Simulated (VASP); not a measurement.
# Sn3O (Pm-3m) in VASP: relaxation of cell and atoms with r2SCAN

Aim: the relaxation of cell and atoms of Sn3O with r2SCAN.

Everything below comes from runs of VASP 6.6.1. Logs are shortened: lines on timing, memory, paths and dates and some standing lists are left out, and cuts for length are marked.

### 1 The cell of the first run

The structure is cubic, space group Pm-3m (No. 221). Conventional cell: a = 4.358 Å, b = 4.358 Å, c = 4.358 Å, α = 90.00°, β = 90.00°, γ = 90.00°. Within 4.1 Å of Sn (site symmetry 4/mmm) lie 8 Sn at 3.08 Å and 4 O at 3.08 Å. O (site symmetry m-3m) has 12 Sn at 3.08 Å within 4.1 Å.

### 2 Relaxation of cell and atoms, r2SCAN

The input, POSCAR:

```
Sn3O
1.0
    4.3583392105      0.0000000000      0.0000000000
    0.0000000000      4.3583392105      0.0000000000
    0.0000000000      0.0000000000      4.3583392105
Sn O
3 1
Direct
    0.0000000000      0.5000000000      0.5000000000
    0.5000000000      0.0000000000      0.5000000000
    0.5000000000      0.5000000000      0.0000000000
    0.0000000000      0.0000000000      0.0000000000
```

The input, INCAR.step1:

```
SYSTEM = Sn3O
PREC = Accurate
ENCUT = 600
ISMEAR = 0
SIGMA = 0.1
LREAL = .False.
LASPH = .True.
NELM = 100
GGA = PE
ALGO = Normal
EDIFF = 1E-4
LWAVE = .True.
LCHARG = .False.
```

The input, INCAR.step2:

```
SYSTEM = Sn3O
PREC = Accurate
ENCUT = 600
EDIFF = 1E-6
ISMEAR = 0
SIGMA = 0.1
LREAL = .False.
LASPH = .True.
NELM = 100
ALGO = Normal
ISIF = 3
LWAVE = .False.
LCHARG = .False.
METAGGA = R2SCAN
LMIXTAU = .True.
IBRION = 2
NSW = 100
EDIFFG = -0.01
ISTART = 1
```

The input, KPOINTS:

```
regular mesh
0
Gamma
  10 10 10
  0 0 0
```

Potentials or basis: VASP PAW PBE potentials, release 64 (Sn_d, O).

Command:

```sh
$ cat potpaw_PBE.64/Sn_d/POTCAR potpaw_PBE.64/O/POTCAR > POTCAR
$ cp INCAR.step1 INCAR
$ mpirun -np 1 vasp_std > vasp.out
$ cp INCAR.step2 INCAR
$ mpirun -np 1 vasp_std > vasp.out
```

OUTCAR:

```text
SYSTEM = Sn3O
   PREC = Accurate
   ENCUT = 600
   EDIFF = 1E-6
   ISMEAR = 0
   LREAL = .False.
   LASPH = .True.
   NELM = 100
   ISIF = 3
   METAGGA = R2SCAN
   IBRION = 2
   NSW = 100
   EDIFFG = -0.01
   ISTART = 1

 ion  position               nearest neighbor table
   1  0.000  0.500  0.500-   2 3.08   3 3.08   3 3.08   2 3.08   2 3.08   3 3.08   3 3.08   2 3.08

   2  0.500  0.000  0.500-   1 3.08   3 3.08   3 3.08   1 3.08   3 3.08   3 3.08   1 3.08   1 3.08

   3  0.500  0.500  0.000-   1 3.08   2 3.08   1 3.08   2 3.08   2 3.08   2 3.08   1 3.08   1 3.08

   4  0.000  0.000  0.000-

  LATTYP: Found a simple cubic cell.
 ALAT       =     4.3583392105

  Lattice vectors:

 A1 = (   4.3583392105,   0.0000000000,   0.0000000000)
 A2 = (   0.0000000000,   4.3583392105,   0.0000000000)
 A3 = (   0.0000000000,   0.0000000000,   4.3583392105)

Analysis of symmetry for initial positions (statically):
=====================================================================
 Subroutine PRICEL returns:
 Original cell was already a primitive cell.

 Routine SETGRP: Setting up the symmetry group for a
 simple cubic supercell.

 Subroutine GETGRP returns: Found 48 space group operations
 (whereof 48 operations were pure point group operations)
 out of a pool of 48 trial point group operations.

The static configuration has the point symmetry O_h .

Analysis of symmetry for dynamics (positions and initial velocities):
=====================================================================
 Subroutine PRICEL returns:
 Original cell was already a primitive cell.

 Routine SETGRP: Setting up the symmetry group for a
 simple cubic supercell.

 Subroutine GETGRP returns: Found 48 space group operations
 (whereof 48 operations were pure point group operations)
 out of a pool of 48 trial point group operations.

The dynamic configuration has the point symmetry O_h .

 Subroutine INISYM returns: Found 48 space group operations
 (whereof 48 operations are pure point group operations),
 and found     1 'primitive' translations

----------------------------------------------------------------------------------------

                                     Primitive cell

  volume of cell :      82.7872

  direct lattice vectors                    reciprocal lattice vectors
     4.358339210  0.000000000  0.000000000     0.229445197  0.000000000  0.000000000
     0.000000000  4.358339210  0.000000000     0.000000000  0.229445197  0.000000000
     0.000000000  0.000000000  4.358339210     0.000000000  0.000000000  0.229445197

  length of vectors
     4.358339210  4.358339210  4.358339210     0.229445197  0.229445197  0.229445197

  position of ions in fractional coordinates (direct lattice)
     0.000000000  0.500000000  0.500000000
     0.500000000  0.000000000  0.500000000
     0.500000000  0.500000000  0.000000000
     0.000000000  0.000000000  0.000000000

  ion indices of the primitive-cell ions
   primitive index   ion index
                 1           1
                 2           2
                 3           3
                 4           4

----------------------------------------------------------------------------------------

 KPOINTS: regular mesh

Automatic generation of k-mesh.
 Grid dimensions read from file:
 generate k-points for:   10   10   10

 Generating k-lattice:

  Cartesian coordinates                     Fractional coordinates (reciprocal lattice)
     0.022944520  0.000000000  0.000000000     0.100000000  0.000000000  0.000000000
     0.000000000  0.022944520  0.000000000     0.000000000  0.100000000  0.000000000
     0.000000000  0.000000000  0.022944520     0.000000000  0.000000000  0.100000000

  Length of vectors
     0.022944520  0.022944520  0.022944520

  Shift w.r.t. Gamma in fractional coordinates (k-lattice)
     0.000000000  0.000000000  0.000000000

 Subroutine IBZKPT returns following result:
 ===========================================

 Found     56 irreducible k-points:

 Following reciprocal coordinates:
            Coordinates               Weight
  0.000000  0.000000  0.000000      1.000000
  0.100000  0.000000  0.000000      6.000000
  0.200000  0.000000  0.000000      6.000000
  0.300000  0.000000  0.000000      6.000000
  0.400000  0.000000  0.000000      6.000000
  0.500000  0.000000  0.000000      3.000000
[... 16 lines left out ...]
  0.200000  0.100000  0.100000     24.000000
  0.300000  0.100000  0.100000     24.000000
 [... further k-points ...]
   k-points           NKPTS =     56   k-points in BZ     NKDIM =     56   number of bands    NBANDS=     28
   number of dos      NEDOS =    301   number of ions     NIONS =      4
   total plane-waves  NPLWV =  46656
   dimension x,y,z NGX =    36 NGY =   36 NGZ =   36
   dimension x,y,z NGXF=    72 NGYF=   72 NGZF=   72
   ions per type =               3   1
   NGX,Y,Z   is equivalent  to a cutoff of  13.73, 13.73, 13.73 a.u.
   NGXF,Y,Z  is equivalent  to a cutoff of  27.46, 27.46, 27.46 a.u.
 SYSTEM =  Sn3O
   PREC   = accura    normal or accurate (medium, high low for compatibility)
   ISTART =      1    job   : 0-new  1-cont  2-samecut
   ICHARG =      0    charge: 1-file 2-atom 10-const
   ISPIN  =      1    spin polarized calculation?
   LNONCOLLINEAR =      F non collinear calculations
   LSORBIT =      F    spin-orbit coupling
   LASPH  =      T    aspherical Exc in radial PAW
   ENCUT  =  600.0 eV  44.10 Ry    6.64 a.u.   8.70  8.70  8.70*2*pi/ulx,y,z
   NELM   =    100;   NELMIN=  2; NELMDL=  0     # of ELM steps
   EDIFF  = 0.1E-05   stopping-criterion for ELM
   LREAL  =      F    real-space projection
   EDIFFG = -.1E-01   stopping-criterion for IOM
   NSW    =    100    number of steps for IOM
   IBRION =      2    ionic relax: 0-MD 1-quasi-New 2-CG
   NFREE  =      1    steps in history (QN), initial steepest desc. (CG)
   ISIF   =      3    stress and relaxation
   ISYM   =      2    0-nonsym 1-usesym 2-fastsym
   POTIM  = 0.5000    time-step for ionic-motion
   TEBEG  =    0.0;   TEEND  =   0.0 temperature during run
   PSTRESS=    0.0 pullay stress
   NELECT =      48.0000    total number of electrons
   NUPDOWN=      -1.0000    fix difference up-down
   EMIN   =  10.00;   EMAX   =-10.00  energy-range for DOS
   EFERMI =   0.00;   METHOD = LEGACY
   ISMEAR =     0;   SIGMA  =   0.10  broadening in eV -4-tet -1-fermi 0-gaus
   EFERMI_NEDOS =   21; number of points for ismear=-14 and -15
   IALGO  =     38    algorithm
   IMIX   =      4    mixing-type and parameters
     AMIX     =   0.40;   BMIX     =  1.00
     AMIX_MAG =   1.60;   BMIX_MAG =  1.00
  volume/ion in A,a.u.               =      20.70       139.67
  Fermi-wavevector in a.u.,A,eV,Ry     =   1.365110  2.579683 25.354789  1.863524
  Thomas-Fermi vector in A             =   2.491367
   LORBIT       =      0    0 simple, 1 ext, 2 COOP (PROOUT), +10 PAW based schemes
   METAGGA = R2SCAN    functional components
   LHFCALC =     F    Hartree Fock is set to
   AEXX    =    0.0000 exact exchange contribution
   IVDW    =     0    specifies the selected vdW correction
   LEPSILON=     F    determine dielectric tensor
   LRPA    =     F    only Hartree local field effects (RPA)
 conjugate gradient relaxation of ions
 non-spin polarized calculation
 Gauss-broadening in eV      SIGMA  =   0.10
  energy-cutoff  :      600.00
  volume of cell :       82.79
 maximum number of plane-waves:      2800
 NGX is ok and might be reduce to    36
   NGX = 17   NGY = 17   NGZ = 17

--------------------------------------- Ionic step        1  -------------------------------------------

 number of electron      48.0000003 magnetization

 Free energy of the ion-electron system (eV)
  ---------------------------------------------------
  ext. energy  EPLUGINS =         0.00000000
  ---------------------------------------------------
  free energy    TOTEN  =       -78.93134959 eV

  energy without entropy =      -78.92084713  energy(sigma->0) =      -78.92609836

------------------------ aborting loop because EDIFF is reached ----------------------------------------

  FORCE on cell =-STRESS in cart. coord.  units (eV):
  Direction    XX          YY          ZZ          XY          YZ          ZX
  --------------------------------------------------------------------------------------
  -------------------------------------------------------------------------------------
  Total        1.4740396      1.4740396      1.4740396     -0.0000000     -0.0000000      0.0000000
  in kB       28.5270368     28.5270368     28.5270368     -0.0000000     -0.0000000      0.0000000
  external PRESSURE =      28.5270368 kB  Pullay stress =       0.0000000 kB
[... 61 lines left out ...]
  energy  without entropy=      -78.9431879319  energy(sigma->0) =      -78.94990742

--------------------------------------- Ionic step        3  -------------------------------------------

 number of electron      47.9999969 magnetization

 Free energy of the ion-electron system (eV)
  ---------------------------------------------------
  ext. energy  EPLUGINS =         0.00000000
  ---------------------------------------------------
  free energy    TOTEN  =       -78.95976560 eV

  energy without entropy =      -78.94691226  energy(sigma->0) =      -78.95333893

 E-fermi :   7.8855     XC(G=0): -11.3979

 val. band max:        7.8756479841   @ k =   0.4000   0.2000   0.0000
 cond. band min:       7.8913631355   @ k =   0.4000   0.3000   0.0000
 fundamental gap:      0.0157151514
 Fermi energy:         7.8854841776

 k-point     1 :       0.0000    0.0000    0.0000
  band No.  band energies     occupation
      1     -14.8532      2.00000
      2     -14.8532      2.00000
      3     -14.8532      2.00000
      4     -14.7890      2.00000
      5     -14.7390      2.00000
      6     -14.7390      2.00000
[... 733 lines left out ...]
     27       9.6652      0.00000
     28      11.3063      0.00000

 [... further k-points ...]

------------------------ aborting loop because EDIFF is reached ----------------------------------------

  FORCE on cell =-STRESS in cart. coord.  units (eV):
  Direction    XX          YY          ZZ          XY          YZ          ZX
  --------------------------------------------------------------------------------------
  -------------------------------------------------------------------------------------
  Total       -0.0056691     -0.0056691     -0.0056691     -0.0000000      0.0000000      0.0000000
  in kB       -0.1054791     -0.1054791     -0.1054791     -0.0000000      0.0000000      0.0000000
  external PRESSURE =      -0.1054791 kB  Pullay stress =       0.0000000 kB
[... 19 lines left out ...]
  FREE ENERGIE OF THE ION-ELECTRON SYSTEM (eV)
  ---------------------------------------------------
  free  energy   TOTEN  =       -78.9597655998 eV

  energy  without entropy=      -78.9469122629  energy(sigma->0) =      -78.95333893

 reached required accuracy - stopping structural energy minimisation
```

Wall time 37 min (1 thread of Oxide Virtual Turin-like, shared host); peak memory 0.29 GiB.

Results:

- Free energy: -78.9598 eV
- Relaxed volume: 21.53 Å³/atom
- Relaxed cell: a = 4.416 Å, b = 4.416 Å, c = 4.416 Å, α = 90.00°, β = 90.00°, γ = 90.00°
- Space group after relaxing (to 0.1 Å): Pm-3m (No. 221)
- Energy gained by relaxing: 7.1 meV/atom
- Ionic steps: 3
- Pressure after relaxing: 0.0 GPa
- Band gap on the k mesh: zero (bands 24 and 25 overlap by 1.85 eV)

The path:
| step | energy change (eV) | largest force (eV/Å) | pressure (GPa) | volume (Å³) |
| --- | --- | --- | --- | --- |
| 1 | 0.0000 | 0.0000 | 2.85 | 82.79 |
| 2 | -0.0253 | 0.0000 | -0.84 | 87.28 |
| 3 | -0.0284 | 0.0000 | -0.01 | 86.11 |

Final structure:
```
CELL_PARAMETERS angstrom
4.41590 0.00000 0.00000
0.00000 4.41590 0.00000
0.00000 0.00000 4.41590
ATOMIC_POSITIONS crystal
Sn 0.00000 0.50000 0.50000
Sn 0.50000 0.00000 0.50000
Sn 0.50000 0.50000 0.00000
O 0.00000 0.00000 0.00000
```

Levels at points of the mesh, in eV from the Fermi level:
```
           k point  band 21  band 22  band 23  band 24  band 25  band 26  band 27  band 28
(0.00, 0.00, 0.00)    -4.01    -4.01    -0.88    -0.88    -0.88     3.59     3.59     3.59
(0.50, 0.00, 0.00)    -2.70    -1.97    -1.89    -1.89     0.93     1.94     1.94     2.21
(0.50, 0.50, 0.00)    -2.25    -1.76    -1.76     0.04     0.14     0.99     0.99     3.26
(0.50, 0.50, 0.50)    -4.78    -4.78    -4.78     0.29     0.29     0.29     6.53     7.85
```

Caveat: the PAW data sets were made with another functional, which shifts forces and pressure a little; spin-orbit coupling is left out, which moves the levels of the heavy elements.
